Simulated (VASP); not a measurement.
# Sr2ReNiN6 (I4/m) in VASP: settings compared, part 2 of 2

VASP 6.6.1. Earlier steps stand in the parts before.

### 3 Single point, LDA

INCAR

```
ALGO = Normal ; EDIFF = 1E-6
ENCUT = 520 ; ISIF = 2
ISMEAR = 0 ; LASPH = True
LCHARG = False ; LREAL = False
LWAVE = False ; NBANDS = 44
NELECT = 69.0 ; NELM = 60
PREC = Accurate ; SIGMA = 0.02
```

KPOINTS

```
k-points
0
Gamma
  5 5 5
```

POSCAR

```
Sr2ReNiN6
1.0
    0.0000000000      5.6524900000      0.0000000000
    5.6524900000      0.0000000000      0.0000000000
    2.8262450000      2.8262450000     -4.0355490000
Re Ni N Sr
1 1 6 2
Direct
    0.5000000000      0.5000000000      0.0000000000
    0.0000000000      0.0000000000      0.0000000000
    0.2277000000      0.2861000000      0.0000000000
    0.2861000000      0.7723000000      0.0000000000
    0.7723000000      0.7139000000      0.0000000000
    0.7139000000      0.2277000000      0.0000000000
    0.2571000000      0.2571000000      0.4858000000
    0.7429000000      0.7429000000      0.5142000000
    0.7500000000      0.2500000000      0.5000000000
    0.2500000000      0.7500000000      0.5000000000
```

Potentials or basis: VASP PAW LDA potentials, release 64 (Re, Ni, N, Sr_sv).

Command:

```
> cat potpaw_LDA.64/Re/POTCAR potpaw_LDA.64/Ni/POTCAR potpaw_LDA.64/N/POTCAR potpaw_LDA.64/Sr_sv/POTCAR > POTCAR
> mpirun -np 1 vasp_std > vasp.out
```

OUTCAR:

```text
EDIFF = 1E-6
   ENCUT = 520
   ISIF = 2
   ISMEAR = 0
   LASPH = True
   LREAL = False
   NELECT = 69.0
   NELM = 60
   PREC = Accurate

 ion  position               nearest neighbor table
   1  0.500  0.500  0.000-   3 1.96   4 1.96   5 1.96   6 1.96   7 1.96   8 1.96  10 3.47   9 3.47
                             9 3.47  10 3.47   9 3.47  10 3.47  10 3.47   9 3.47
   2  0.000  0.000  0.000-   3 2.07   4 2.07   5 2.07   6 2.07   8 2.08   7 2.08   9 3.47   9 3.47
                            10 3.47  10 3.47   9 3.47  10 3.47   9 3.47  10 3.47
   3  0.228  0.286  0.000-   1 1.96   2 2.07   9 2.68  10 2.68   9 3.01  10 3.01
   4  0.286  0.772  0.000-   1 1.96   2 2.07  10 2.68   9 2.68  10 3.01   9 3.01
   5  0.772  0.714  0.000-   1 1.96   2 2.07   9 2.68  10 2.68   9 3.01  10 3.01
   6  0.714  0.228  0.000-   1 1.96   2 2.07  10 2.68   9 2.68  10 3.01   9 3.01
   7  0.257  0.257  0.486-   1 1.96   2 2.08   9 2.83  10 2.83  10 2.83   9 2.83
   8  0.743  0.743  0.514-   1 1.96   2 2.08  10 2.83   9 2.83  10 2.83   9 2.83
   9  0.750  0.250  0.500-   4 2.68   6 2.68   3 2.68   5 2.68   8 2.83   7 2.83   7 2.83   8 2.83
                             6 3.01   5 3.01   4 3.01   3 3.01   1 3.47   2 3.47   1 3.47   1 3.47
  10  0.250  0.750  0.500-   3 2.68   5 2.68   4 2.68   6 2.68   8 2.83   7 2.83   7 2.83   8 2.83
                             3 3.01   5 3.01   4 3.01   6 3.01   1 3.47   2 3.47   2 3.47   1 3.47

  LATTYP: Found a body centered tetragonal cell.
 ALAT       =     5.6524900000
 C/A-ratio  =     1.4278836407

  Lattice vectors:

 A1 = (  -2.8262450000,   2.8262450000,   4.0355490000)
 A2 = (   2.8262450000,  -2.8262450000,   4.0355490000)
 A3 = (   2.8262450000,   2.8262450000,  -4.0355490000)

Analysis of symmetry for initial positions (statically):
=====================================================================
 Subroutine PRICEL returns:
 Original cell was already a primitive cell.

 Routine SETGRP: Setting up the symmetry group for a
 body centered tetragonal supercell.

 Subroutine GETGRP returns: Found  8 space group operations
 (whereof  8 operations were pure point group operations)
 out of a pool of 16 trial point group operations.

The static configuration has the point symmetry C_4h.

Analysis of symmetry for dynamics (positions and initial velocities):
=====================================================================
 Subroutine PRICEL returns:
 Original cell was already a primitive cell.

 Routine SETGRP: Setting up the symmetry group for a
 body centered tetragonal supercell.

 Subroutine GETGRP returns: Found  8 space group operations
 (whereof  8 operations were pure point group operations)
 out of a pool of 16 trial point group operations.

The dynamic configuration has the point symmetry C_4h.

 Subroutine INISYM returns: Found  8 space group operations
 (whereof  8 operations are pure point group operations),
 and found     1 'primitive' translations

----------------------------------------------------------------------------------------

                                     Primitive cell

  volume of cell :     128.9384

  direct lattice vectors                    reciprocal lattice vectors
     0.000000000  5.652490000  0.000000000     0.000000000  0.176913183  0.123898880
     5.652490000  0.000000000  0.000000000     0.176913183  0.000000000  0.123898880
     2.826245000  2.826245000 -4.035549000     0.000000000  0.000000000 -0.247797759

  length of vectors
     5.652490000  5.652490000  5.679874764     0.215984275  0.215984275  0.247797759

[... 80 lines left out ...]
   NGX,Y,Z   is equivalent  to a cutoff of  12.35, 12.35, 12.29 a.u.
   NGXF,Y,Z  is equivalent  to a cutoff of  24.71, 24.71, 24.59 a.u.
 SYSTEM =  unknown system
   PREC   = accura    normal or accurate (medium, high low for compatibility)
   ISTART =      0    job   : 0-new  1-cont  2-samecut
   ICHARG =      2    charge: 1-file 2-atom 10-const
   ISPIN  =      1    spin polarized calculation?
   LNONCOLLINEAR =      F non collinear calculations
   LSORBIT =      F    spin-orbit coupling
   LASPH  =      T    aspherical Exc in radial PAW
   ENCUT  =  520.0 eV  38.22 Ry    6.18 a.u.  10.51 10.51 10.56*2*pi/ulx,y,z
   NELM   =     60;   NELMIN=  2; NELMDL= -5     # of ELM steps
   EDIFF  = 0.1E-05   stopping-criterion for ELM
   LREAL  =      F    real-space projection
   EDIFFG = 0.1E-04   stopping-criterion for IOM
   NSW    =      0    number of steps for IOM
   IBRION =     -1    ionic relax: 0-MD 1-quasi-New 2-CG
   NFREE  =      0    steps in history (QN), initial steepest desc. (CG)
   ISIF   =      2    stress and relaxation
   ISYM   =      2    0-nonsym 1-usesym 2-fastsym
   POTIM  = 0.5000    time-step for ionic-motion
   TEBEG  =    0.0;   TEEND  =   0.0 temperature during run
   PSTRESS=    0.0 pullay stress
   NELECT =      69.0000    total number of electrons
   NUPDOWN=      -1.0000    fix difference up-down
   EMIN   =  10.00;   EMAX   =-10.00  energy-range for DOS
   EFERMI =   0.00;   METHOD = LEGACY
   ISMEAR =     0;   SIGMA  =   0.02  broadening in eV -4-tet -1-fermi 0-gaus
   EFERMI_NEDOS =   21; number of points for ismear=-14 and -15
   IALGO  =     38    algorithm
   IMIX   =      4    mixing-type and parameters
     AMIX     =   0.40;   BMIX     =  1.00
     AMIX_MAG =   1.60;   BMIX_MAG =  1.00
  volume/ion in A,a.u.               =      12.89        87.01
  Fermi-wavevector in a.u.,A,eV,Ry     =   1.329119  2.511670 24.035462  1.766557
  Thomas-Fermi vector in A             =   2.458305
   LORBIT       =      0    0 simple, 1 ext, 2 COOP (PROOUT), +10 PAW based schemes
   GGA     = CA    functional components
   LHFCALC =     F    Hartree Fock is set to
   AEXX    =    0.0000 exact exchange contribution
   IVDW    =     0    specifies the selected vdW correction
   LEPSILON=     F    determine dielectric tensor
   LRPA    =     F    only Hartree local field effects (RPA)
 non-spin polarized calculation
 Gauss-broadening in eV      SIGMA  =   0.02
  energy-cutoff  :      520.00
  volume of cell :      128.94
 maximum number of plane-waves:      3507
 NGX is ok and might be reduce to    42
   NGX = 21   NGY = 21   NGZ = 21

 number of electron      68.9999982 magnetization

 Free energy of the ion-electron system (eV)
  ---------------------------------------------------
  ext. energy  EPLUGINS =         0.00000000
  ---------------------------------------------------
  free energy    TOTEN  =       -68.60610584 eV

  energy without entropy =      -68.60508610  energy(sigma->0) =      -68.60559597

 E-fermi :   4.4300     XC(G=0): -11.7162

 val. band max:        4.4190478731   @ k =   0.2000   0.2000  -0.0000
 cond. band min:       4.4422910042   @ k =  -0.2000  -0.4000   0.2000
 fundamental gap:      0.0232431311
 Fermi energy:         4.4299895480

 k-point     1 :       0.0000    0.0000    0.0000
  band No.  band energies     occupation
      1     -29.7733      2.00000
      2     -29.7275      2.00000
      3     -12.1655      2.00000
      4     -12.1323      2.00000
      5     -12.1323      2.00000
      6     -11.9161      2.00000
[... 976 lines left out ...]
     43      10.4204      0.00000
     44      10.9155      0.00000

------------------------ aborting loop because EDIFF is reached ----------------------------------------

  FORCE on cell =-STRESS in cart. coord.  units (eV):
  Direction    XX          YY          ZZ          XY          YZ          ZX
  --------------------------------------------------------------------------------------
  -------------------------------------------------------------------------------------
  Total        5.4762299      5.4762299      5.1528658     -0.0000000     -0.0000000      0.0000000
  in kB       68.0471633     68.0471633     64.0290690     -0.0000001     -0.0000000      0.0000000
  external PRESSURE =      66.7077985 kB  Pullay stress =       0.0000000 kB

 VOLUME and BASIS-vectors are now :
 -----------------------------------------------------------------------------
  energy-cutoff  :      520.00
  volume of cell :      128.94
      direct lattice vectors                 reciprocal lattice vectors
     0.000000000  5.652490000  0.000000000     0.000000000  0.176913183  0.123898880
     5.652490000  0.000000000  0.000000000     0.176913183  0.000000000  0.123898880
     2.826245000  2.826245000 -4.035549000     0.000000000  0.000000000 -0.247797759

 POSITION                                       TOTAL-FORCE (eV/Angst)
 -----------------------------------------------------------------------------------
      2.82625      2.82625      0.00000         0.000000      0.000000      0.000000
      0.00000      0.00000      0.00000         0.000000      0.000000      0.000000
      1.61718      1.28707      0.00000        -0.685843     -0.920215      0.000000
      4.36542      1.61718      0.00000         0.920215     -0.685843      0.000000
      4.03531      4.36542      0.00000         0.685843      0.920215      0.000000
      1.28707      4.03531      0.00000        -0.920215      0.685843      0.000000
      2.82625      2.82625     -1.96047        -0.000000      0.000000     -1.286943
      5.65249      5.65249     -2.07508         0.000000      0.000000      1.286943
      2.82625      5.65249     -2.01777         0.000000      0.000000      0.000000
      5.65249      2.82625     -2.01777         0.000000      0.000000      0.000000
 -----------------------------------------------------------------------------------
    total drift:                                0.000000      0.000000     -0.000000

  FREE ENERGIE OF THE ION-ELECTRON SYSTEM (eV)
  ---------------------------------------------------
  free  energy   TOTEN  =       -68.6061058433 eV

  energy  without entropy=      -68.6050861007  energy(sigma->0) =      -68.60559597
```

It took 7.4 min on 1 thread of Intel Xeon 8259CL, shared host; peak memory 0.27 GiB.

What came out:

| Property | Result |
| --- | --- |
| Free energy | -68.6061 eV |
| Largest force | 1.287 eV/Å |

Forces on the atoms (eV/Å):
```
Re   0.000  0.000  0.000
Ni   0.000  0.000  0.000
N   -0.686 -0.920  0.000
N    0.920 -0.686  0.000
N    0.686  0.920  0.000
N   -0.920  0.686  0.000
N    0.000  0.000 -1.287
N    0.000  0.000  1.287
Sr   0.000  0.000  0.000
Sr   0.000  0.000  0.000
```

Levels at points of the mesh, in eV from the Fermi level:
```tsv
k point	band 32	band 33	band 34	band 35	band 36	band 37	band 38	band 39
(0.00, 0.00, 0.00)	-0.08	-0.06	-0.06	0.26	0.43	0.43	1.46	1.46
```

Caveat: the cell carries a net charge on a neutralising background, which shifts energy and pressure; the cell is charged against a uniform background, so pressure and absolute levels hang on convention; spin-orbit coupling is left out, which moves the levels of the heavy elements; the run has no spin polarisation, though such a crystal can be magnetic; forces of over 1 eV/Å act on the atoms, so gaps and moduli don't describe the material at rest.
